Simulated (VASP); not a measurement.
# BN (P6_3/mmc) in VASP: further runs, part 2 of 2

VASP 6.6.1.

### Step 3. Single point, LDA, non-collinear spin, zero start, spin-orbit coupling

INCAR reads:

```
PREC = Accurate ; ENCUT = 520
EDIFF = 1E-7 ; ISMEAR = 0
SIGMA = 0.05 ; LREAL = F
LASPH = T ; NELM = 150
ALGO = Normal ; ISIF = 2
LWAVE = F ; LCHARG = F
MAGMOM = 0 0 0 0 0 0 0 0 0 0 0 0 ; LORBIT = 11
LSORBIT = T ; GGA_COMPAT = F
LORBMOM = T ; NBANDS = 30
```

KPOINTS reads:

```
Automatic mesh
0
Gamma
  12 12 4
```

POSCAR reads:

```
BN
1.0
    2.5039917043      0.0000000000      0.0000000000
   -1.2519958522      2.1685204268      0.0000000000
    0.0000000000      0.0000000000      6.6612000000
B N
2 2
Direct
    0.3333333333      0.6666666667      0.2500000000
    0.6666666667      0.3333333333      0.7500000000
    0.3333333333      0.6666666667      0.7500000000
    0.6666666667      0.3333333333      0.2500000000
```

Potentials or basis: VASP PAW LDA potentials, release 64 (B, N).

On the command line:

```
$ cat potpaw_LDA.64/B/POTCAR potpaw_LDA.64/N/POTCAR > POTCAR
$ mpirun -np 1 vasp_ncl > vasp.out
```

OUTCAR:

```text
PREC = Accurate
   ENCUT = 520
   EDIFF = 1E-7
   ISMEAR = 0
   LREAL = F
   LASPH = T
   NELM = 150
   ISIF = 2
   LORBIT = 11
   LSORBIT = T

 ion  position               nearest neighbor table
   1  0.333  0.667  0.250-   4 1.45   4 1.45   4 1.45
   2  0.667  0.333  0.750-   3 1.45   3 1.45   3 1.45
   3  0.333  0.667  0.750-   2 1.45   2 1.45   2 1.45
   4  0.667  0.333  0.250-   1 1.45   1 1.45   1 1.45

  LATTYP: Found a hexagonal cell.
 ALAT       =     2.5039917043
 C/A-ratio  =     2.6602324555

  Lattice vectors:

 A1 = (   2.5039917043,   0.0000000000,   0.0000000000)
 A2 = (  -1.2519958522,   2.1685204268,   0.0000000000)
 A3 = (   0.0000000000,   0.0000000000,   6.6612000000)

Analysis of symmetry for initial positions (statically):
=====================================================================
 Subroutine PRICEL returns:
 Original cell was already a primitive cell.

 Routine SETGRP: Setting up the symmetry group for a
 hexagonal supercell.

 Subroutine GETGRP returns: Found 24 space group operations
[... 1027 lines left out ...]
 l=   3
     0.0000000     0.0000000     0.0000000     0.0000000     0.0000000     0.0000000     0.0000000
     0.0000000     0.0000000     0.0000000     0.0000000     0.0000000     0.0000000     0.0000000
     0.0000000     0.0000000     0.0000000     0.0000000     0.0000000     0.0000000     0.0000000
     0.0000000     0.0000000     0.0000000     0.0000000     0.0000000     0.0000000     0.0000000
[... 49 lines left out ...]
 l=   2
     0.0000000     0.0000000     0.0000000     0.0000000     0.0000000
     0.0000000     0.0000000     0.0000000     0.0000000     0.0000000
     0.0000000     0.0000000     0.0000000     0.0000000     0.0000000
     0.0000000     0.0000000     0.0000000     0.0000000     0.0000000
     0.0000000     0.0000000     0.0000000     0.0000000     0.0000000
 l=   3
     0.0000000     0.0000000     0.0000000     0.0000000     0.0000000     0.0000000     0.0000000
     0.0000000     0.0000000     0.0000000     0.0000000     0.0000000     0.0000000     0.0000000
     0.0000000     0.0000000     0.0000000     0.0000000     0.0000000     0.0000000     0.0000000
     0.0000000     0.0000000     0.0000000     0.0000000     0.0000000     0.0000000     0.0000000
     0.0000000     0.0000000     0.0000000     0.0000000     0.0000000     0.0000000     0.0000000
     0.0000000     0.0000000     0.0000000     0.0000000     0.0000000     0.0000000     0.0000000
     0.0000000     0.0000000     0.0000000     0.0000000     0.0000000     0.0000000     0.0000000

 total charge

# of ion       s       p       d       tot
------------------------------------------
    1        0.740   1.437   0.000   2.177
    2        0.740   1.437   0.000   2.177
    3        1.214   2.766   0.000   3.980
    4        1.214   2.766   0.000   3.980
--------------------------------------------------
tot          3.907   8.406   0.000  12.313

 magnetization (x)

# of ion       s       p       d       tot
------------------------------------------
    1        0.000   0.000   0.000   0.000
    2        0.000   0.000   0.000   0.000
    3        0.000   0.000   0.000   0.000
    4        0.000   0.000   0.000   0.000
--------------------------------------------------
tot          0.000   0.000   0.000   0.000

 magnetization (y)

# of ion       s       p       d       tot
------------------------------------------
    1       -0.000   0.000   0.000  -0.000
    2        0.000   0.000   0.000   0.000
    3        0.000   0.000   0.000   0.000
    4        0.000   0.000   0.000   0.000
--------------------------------------------------
tot          0.000   0.000   0.000   0.000

 magnetization (z)

# of ion       s       p       d       tot
------------------------------------------
    1        0.000   0.000   0.000   0.000
    2        0.000   0.000   0.000   0.000
    3        0.000   0.000   0.000   0.000
    4        0.000   0.000   0.000   0.000
--------------------------------------------------
tot          0.000   0.000   0.000   0.000
```

stdout:

```text
POSCAR found type information on POSCAR B N
 POSCAR found :  2 types and       4 ions
 scaLAPACK will be used
 LDA part: xc-table for (Slater(with rela. corr.)+CA(PZ))
 , standard interpolation
 POSCAR, INCAR and KPOINTS ok, starting setup
 FFT: planning ... GRIDC
 FFT: planning ... GRID_SOFT
 FFT: planning ... GRID
 WAVECAR not read
 entering main loop
```

It took 3.2 min on 1 thread of Intel Xeon 8259CL, shared host; peak memory 0.24 GiB.

What came out:

```
Free energy                                           : -38.5721 eV
Pressure                                              : -4.2 GPa
Net moment                                            : 0.00 μB per cell
Valence electrons inside the program's atomic spheres : B 2.18; N 3.98
```

Stress tensor (GPa, compression positive):
```
-5.83  0.00  0.00
 0.00 -5.83  0.00
 0.00  0.00 -0.79
```

Moments on the atoms (μB; x, y, z):
```
B   0.00 0.00 0.00
B   0.00 0.00 0.00
N   0.00 0.00 0.00
N   0.00 0.00 0.00
```

Caveat: the cell stands under tension.
